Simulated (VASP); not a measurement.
Input of a VASP 6.6.1 run:

File INCAR:

```
PREC = Accurate
ENCUT = 500
EDIFF = 1E-6
ISMEAR = 0
SIGMA = 0.1
LREAL = F
LASPH = T
NELM = 200
ALGO = Normal
ISIF = 2
LWAVE = F
LCHARG = F
ISPIN = 2
MAGMOM = 0.74 0 0 0 0
LORBIT = 11
LMAXMIX = 4
GGA = PS
NBANDS = 44
GGA_COMPAT = F
```

The input KPOINTS:

```
Automatic mesh
0
Gamma
  10 10 10
```

File POSCAR:

```
MnGa4
1.0
   -2.7549290936      2.7549290936      2.7549290936
    2.7549290936     -2.7549290936      2.7549290936
    2.7549290936      2.7549290936     -2.7549290936
Mn Ga
1 4
Direct
    0.0000000000      0.0000000000      0.0000000000
    0.0000000000      0.0000000000      0.5000000000
    0.0000000000      0.5000000000      0.0000000000
    0.5000000000      0.0000000000      0.0000000000
    0.5000000000      0.5000000000      0.5000000000
```

Potentials or basis: VASP PAW PBE potentials, release 64 (Mn_pv, Ga_d).

Run with:

```sh
$ cat potpaw_PBE.64/Mn_pv/POTCAR potpaw_PBE.64/Ga_d/POTCAR > POTCAR
$ mpirun -np 1 vasp_std > vasp.out
```

Estimate the site moments.

Mn +0.58; Ga -0.02 μB.

Estimate the pressure.

0.1 GPa.

Estimate the net moment.

0.53 μB per cell.

Caveat: the PAW data sets were made with another functional, which shifts forces and pressure a little.
